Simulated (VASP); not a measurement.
Write the native input for VASP 6.6.1 that does the following.

```yaml
Task: single point
Functional: PBE
Potentials_or_basis: VASP PAW PBE potentials, release 64 (Cl)
Cutoff: 520 eV
k_mesh: 14 × 14 × 13
Occupations: fermi-dirac, width 0.1 eV
Spin: no spin polarisation
Dipole_correction: no
Further_INCAR_settings: ALGO = Normal; EDIFF = 1e-06; NBANDS = 10
```

The structure of Cl lies in POSCAR:

```
Cl
1.0
    3.4135970153      0.0000000000      0.0000000000
   -1.7067985076      2.9562617335      0.0000000000
    0.0000000000      0.0000000000      2.2848133754
Cl
1
Direct
    0.0000000000      0.0000000000      0.0000000000
```

These files were run (other wordings do the same):

INCAR

```
SYSTEM = Cl
PREC = Accurate
ENCUT = 520
EDIFF = 1E-6
ISMEAR = -1
SIGMA = 0.1
LREAL = .FALSE.
LASPH = .TRUE.
NELM = 100
ALGO = Normal
ISIF = 2
LWAVE = .FALSE.
LCHARG = .FALSE.
GGA = PE
NBANDS = 10
```

KPOINTS

```
Automatic mesh
0
G
  14 14 13
  0 0 0
```

Potentials or basis: VASP PAW PBE potentials, release 64 (Cl).

Run with:

```sh
$ cat potpaw_PBE.64/Cl/POTCAR > POTCAR
$ mpirun -np 1 vasp_std > vasp.out
```

Results of the run:

```
Pressure               : 3.2 GPa
Band gap on the k mesh : zero (an odd number of electrons rules out a gap without spin polarisation)
```

Caveat: the cell stands under pressure; an odd number of electrons without spin polarisation forces a metal; a magnetic or distorted state may lie lower.

It took 44 s on 1 thread of Intel Xeon 8259CL (shared host), peak memory 0.15 GiB.
